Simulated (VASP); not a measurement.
Set up this calculation in VASP 6.6.1, as the native input.

* Task: relaxation of cell and atoms
* Functional: r2SCAN
* Potentials or basis: VASP PAW PBE potentials, release 64 (Tl_d)
* Cutoff: 600 eV
* k mesh: 8 × 8 × 5
* Occupations: fermi-dirac, width 0.05 eV
* Spin: no spin polarisation
* Dipole correction: no
* Further INCAR settings: ALGO = Normal; EDIFF = 1e-07; IBRION = 2; EDIFFG = -0.03; NSW = 80; ISIF = 3

The system is Tl.

```
Tl
1.0
     3.45600    0.00000    0.00000
    -1.72800    2.99298    0.00000
     0.00000    0.00000    5.52500
Tl
2
Direct
  0.33333 0.66667 0.25000
  0.66667 0.33333 0.75000
```

The input as run:

POSCAR

```
Tl
1.0
    3.4560000000      0.0000000000      0.0000000000
   -1.7280000000      2.9929838000      0.0000000000
    0.0000000000      0.0000000000      5.5250000000
Tl
2
Direct
    0.3333333328      0.6666666656      0.2500000000
    0.6666666672      0.3333333344      0.7500000000
```

INCAR.step1

```
SYSTEM = Tl
  ALGO = Normal
  EDIFF = 1E-4
  ENCUT = 600
  GGA = PE
  ISMEAR = -1
  LASPH = .True.
  LCHARG = .False.
  LREAL = .False.
  LWAVE = .True.
  NELM = 100
  PREC = Accurate
  SIGMA = 0.05
```

INCAR.step2

```
SYSTEM = Tl
  ALGO = Normal
  EDIFF = 1E-7
  EDIFFG = -0.03
  ENCUT = 600
  IBRION = 2
  ISIF = 3
  ISMEAR = -1
  ISTART = 1
  LASPH = .True.
  LCHARG = .False.
  LMIXTAU = .True.
  LREAL = .False.
  LWAVE = .False.
  METAGGA = R2SCAN
  NELM = 100
  NSW = 80
  PREC = Accurate
  SIGMA = 0.05
```

KPOINTS

```
k-points
0
Gamma
  8 8 5
  0 0 0
```

Potentials or basis: VASP PAW PBE potentials, release 64 (Tl_d).

The run is started by

```console
$ cat potpaw_PBE.64/Tl_d/POTCAR > POTCAR
$ cp INCAR.step1 INCAR
$ mpirun -np 1 vasp_std > vasp.out
$ cp INCAR.step2 INCAR
$ mpirun -np 1 vasp_std > vasp.out
```

Results of the run:

* Relaxed volume: 30.21 Å³/atom
* Relaxed cell: a = 3.496 Å, b = 3.496 Å, c = 5.710 Å, α = 90.00°, β = 90.00°, γ = 120.00°
* Space group after relaxing (to 0.05 Å): P6_3/mmc (No. 194)
* Energy gained by relaxing: 12.4 meV/atom
* Ionic steps: 6
* Pressure after relaxing: 0.0 GPa
* Band gap on the k mesh: zero (band 13 reaches 7.89 eV, above the bottom of band 14 at 4.31 eV)

Caveat: the PAW data sets were made with another functional, which shifts forces and pressure a little; spin-orbit coupling is left out, which moves the levels of the heavy elements.

It took 6.2 min on 1 thread of AMD EPYC 9R45 96-Core Processor (Zen 5) (shared host), peak memory 0.2 GiB.
